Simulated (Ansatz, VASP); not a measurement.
**YHSe in VASP and in Ansatz**

INCAR

```
SYSTEM = YHSe
PREC = Accurate
ENCUT = 520
EDIFF = 1E-6
ISMEAR = 0
SIGMA = 0.05
LREAL = .False.
LASPH = .True.
NELM = 60
ALGO = Normal
ISIF = 2
LWAVE = .False.
LCHARG = .False.
NBANDS = 16
```

File KPOINTS:

```
Automatic mesh
0
Gamma
  9 9 8
  0 0 0
```

File POSCAR:

```
YHSe
1.0
    3.6872940824      0.0000000000      0.0000000000
   -1.8436470412      3.1932903466      0.0000000000
    0.0000000000      0.0000000000      4.2287935248
Y H Se
1 1 1
Direct
    0.0000000000      0.0000000000      0.0000000000
    0.3333333333      0.6666666667      0.0000000000
    0.6666666667      0.3333333333      0.5000000000
```

Input for Ansatz:

```yaml
crystal:
  lattice:
    - [3.6872940824, 0.0, 0.0]
    - [-1.8436470412, 3.1932903466, 0.0]
    - [0.0, 0.0, 4.2287935248]
  atoms:
    - { symbol: "Y", position: [0.0, 0.0, 0.0] }
    - { symbol: H, position: [0.3333333333, 0.6666666667, 0.0] }
    - { symbol: Se, position: [0.6666666667, 0.3333333333, 0.5] }
basis:
  ecutwfc: 420
kpoints:
  mp_grid: { grid: [9, 9, 8] }
hamiltonian:
  xc: lda
scf:
  occupations: { method: gaussian, width: 0.05 }
output:
  forces: true
  stress: true
  eigenvalues: true
```

Change from the starting cell: strain -0.040 along x and y, +0.080 along z, atoms carried along.

Alike in both runs: task single point; functional LDA; k mesh 9 × 9 × 8; occupations gaussian, width 0.05 eV; no spin polarisation.

```csv
,VASP,Ansatz
version,VASP 6.6.1,Ansatz 0.2.0
potentials or method,"VASP PAW LDA potentials, release 64 (Y_sv, H, Se), cutoff 520 eV","scalar-relativistic, plane waves, PAW"
valence electrons in the cell,18,28
```

```csv
,VASP,Ansatz,Ansatz less VASP
gap on the k mesh at the Fermi level (eV),1.93,1.94,+0.013
least direct gap on the mesh (eV),2.13,2.14,+0.011
pressure (GPa),-4.5,-4.6,-0.07
"traceless stress, the component that is largest in VASP (GPa)",-12.47,-12.49,-0.011
```

LDA's correlation is that of Perdew and Zunger in VASP and of Perdew and Wang (1992) in Ansatz. VASP's potentials hold 18 valence electrons a cell and Ansatz's 28, so a difference there can come from the potentials and not from the codes.
